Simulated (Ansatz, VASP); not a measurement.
# One calculation of BaTiO3, two programs

INCAR

```
SYSTEM = BaTiO3
PREC = Accurate ; ENCUT = 520
EDIFF = 1E-7 ; ISMEAR = -1
SIGMA = 0.02 ; LREAL = .FALSE.
LASPH = .TRUE. ; NELM = 60
ALGO = Normal ; ISIF = 2
LWAVE = .FALSE. ; LCHARG = .FALSE.
GGA = PE ; NBANDS = 28
```

File KPOINTS:

```
regular mesh
0
G
  6 6 6
  0 0 0
```

File POSCAR:

```
BaTiO3
1.0
    4.0117610854      0.0000000000      0.0000000000
    0.0000000000      4.0117610854      0.0000000000
    0.0000000000      0.0000000000      4.0575691340
Ba Ti O
1 1 3
Direct
    0.5000000000      0.5000000000      0.5825416364
    0.0000000000      0.0000000000      0.0993091638
    0.0000000000      0.5000000000      0.0642211463
    0.5000000000      0.0000000000      0.0642211463
    0.0000000000      0.0000000000      0.5497038972
```

Input for Ansatz:

```yaml
crystal:
  lattice:
    - [4.0117610854, 0.0, 0.0]
    - [0.0, 4.0117610854, 0.0]
    - [0.0, 0.0, 4.057569134]
  atoms:
    - { symbol: Ba, position: [0.5, 0.5, 0.5825416364] }
    - { symbol: Ti, position: [0.0, 0.0, 0.0993091638] }
    - { symbol: O, position: [0.0, 0.5, 0.0642211463] }
    - { symbol: O, position: [0.5, 0.0, 0.0642211463] }
    - { symbol: O, position: [0.0, 0.0, 0.5497038972] }
kpoints:
  mp_grid: { grid: [6, 6, 6] }
  band_path:
    path:
      - [0.0, 0.0, 0.0]
      - [0.0, 0.5, 0.0]
      - [0.5, 0.5, 0.0]
      - [0.0, 0.0, 0.5]
      - [0.0, 0.5, 0.5]
      - [0.5, 0.5, 0.5]
    npoints: 1
hamiltonian:
  xc: pbe
scf:
  occupations: { method: fermi_dirac, width: 0.02 }
  n_extra_bands: 5
output:
  forces: true
  stress: true
  eigenvalues: true
```

Change from the starting cell: epitaxial_xy strain +1.0%.

Alike in both runs: task single point; functional PBE; k mesh 6 × 6 × 6; occupations fermi-dirac, width 0.02 eV; no spin polarisation.

|  | VASP | Ansatz |
| --- | --- | --- |
| version | VASP 6.6.1 | Ansatz 0.2.0 |
| potentials or method | VASP PAW PBE potentials, release 64 (Ba_sv, Ti_sv, O) | plane waves, PAW |
| plane-wave cutoff (eV) | 520 | 420 |
| valence electrons in the cell | 40 | 40 |

```csv
,VASP,Ansatz,Ansatz less VASP
gap on the k mesh at the Fermi level (eV),1.78,1.85,+0.064
pressure (GPa),3.1,1.4,-1.69
"traceless stress, the component that is largest in VASP (GPa)",2.00,1.90,-0.093
rms of the force components (eV/Å),0.060,0.036,-0.0232
```

Atom by atom the forces differ by 0.028 eV/Å (rms over components).

Spin-orbit coupling is off throughout.
